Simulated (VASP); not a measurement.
**H4C: single point with PBE+D3(BJ)**

H4C:

```xyz
40
Lattice="7.9581 0.0000 0.0000 0.0000 7.9581 0.0000 0.0000 0.0000 7.9581" Properties=species:S:1:pos:R:3 pbc="T T T"
C     3.0493    6.1704    5.9121
C     8.0825    0.5957    6.2592
C     5.1129    5.4290    0.8365
C     2.8422    3.7169    3.0615
C     1.2362    7.0915    1.5120
C     6.9606    4.2424    5.0896
C     3.5888    1.6626    7.5326
C     6.0863    0.7757    2.5437
H     3.5897    5.2690    6.0167
H     3.6932    6.9910    5.6873
H     2.5217    6.4264    6.8100
H     2.3740    5.9131    5.1936
H     8.8337    1.1885    6.8239
H     8.2966   -0.4238    6.5577
H     8.2815    0.6058    5.1877
H     7.0292    0.8272    6.5268
H     5.4081    4.5613    1.3504
H     4.9227    6.2062    1.5407
H     4.1732    5.3279    0.1919
H     5.8924    5.7894    0.2207
H     1.9379    3.1637    3.2395
H     3.6739    3.2283    3.6173
H     2.7160    4.7759    3.1268
H     3.0012    3.5427    1.9395
H     0.6936    6.1494    1.2862
H     2.1789    6.8857    2.0038
H     0.6978    7.7059    2.1904
H     1.4685    7.5958    0.6220
H     5.9761    4.2555    4.5175
H     6.9564    4.8446    5.9944
H     7.6792    4.5510    4.3100
H     7.2736    3.1986    5.3940
H     3.0326    0.9773    8.2403
H     2.9333    2.4599    7.2696
H     3.7477    0.9930    6.6860
H     4.5280    2.0268    7.9243
H     6.9471    1.3441    2.5305
H     6.2664    0.0370    3.2995
H     5.8899    0.1602    1.6454
H     5.1659    1.2642    2.8811
```

* Program: VASP 6.6.1
* Task: single point
* Functional: PBE
* Dispersion: D3(BJ)
* Potentials or basis: VASP PAW PBE potentials, release 64 (C, H)
* Cutoff: 520 eV
* k mesh: 1 × 1 × 1
* Occupations: fermi-dirac, width 0.05 eV
* Spin: no spin polarisation

The pressure is 1.3 GPa, the largest force is 3.214 eV/Å and the band gap on the k mesh is 7.05 eV. The dispersion energy per atom is -0.026 eV.

Forces on the atoms (eV/Å):
```
C    0.791  0.472  1.536
C    0.219 -0.138  0.548
C   -2.150  0.654 -1.308
C    0.844 -1.488 -2.236
C    0.147 -1.588  0.613
C   -0.293 -1.330 -1.160
C   -0.594 -1.894  0.622
C   -2.265 -1.973  0.027
H    1.098 -1.021  0.584
H    0.544  0.577 -0.606
H   -0.349 -0.045  0.748
H   -2.130 -0.036 -2.406
H   -0.587  0.147 -0.414
H   -0.167 -0.549  0.197
H   -0.143  0.434 -0.193
H    0.573  0.111 -0.224
H    0.222 -1.458  0.574
H   -0.312  0.676  0.850
H    1.205 -0.252  0.911
H    1.114  0.297 -0.951
H   -0.749 -0.108  0.527
H   -0.345  0.699 -0.182
H    0.048  0.753  0.674
H    0.171  0.070  1.220
H    0.213  0.405  0.197
H    0.442 -0.417  0.172
H   -0.867  0.656  0.501
H    0.086  0.845 -1.365
H    0.764 -0.196  1.077
H   -0.051  0.451 -0.094
H    0.173  0.314  0.533
H   -0.607  0.797 -0.388
H    0.717  0.890 -0.143
H   -0.530  0.849 -0.347
H    0.247  0.253 -0.420
H    0.282  0.050  0.297
H    1.674  1.721 -0.480
H    0.191 -0.769  0.818
H    0.220  0.685 -0.010
H    0.155  0.457 -0.300
```

Stress tensor (GPa, compression positive):
```
 0.94  0.00 -0.48
 0.00  1.83 -0.48
-0.48 -0.48  1.07
```

Levels at points of the mesh, in eV from the valence-band top:
```csv
k point,band 28,band 29,band 30,band 31,band 32,band 33,band 34,band 35,band 36,band 37
"(0.00, 0.00, 0.00)",-0.33,-0.25,-0.15,-0.10,0.00,7.05,8.96,9.10,9.23,9.46
```

It took 50 s on 1 thread of AMD EPYC 7R13 Processor (Zen 3), on a shared host, peak memory 0.42 GiB.

Caveat: the k points lie up to 0.79 Å⁻¹ apart; the atoms stand as in a frame of molecular dynamics.
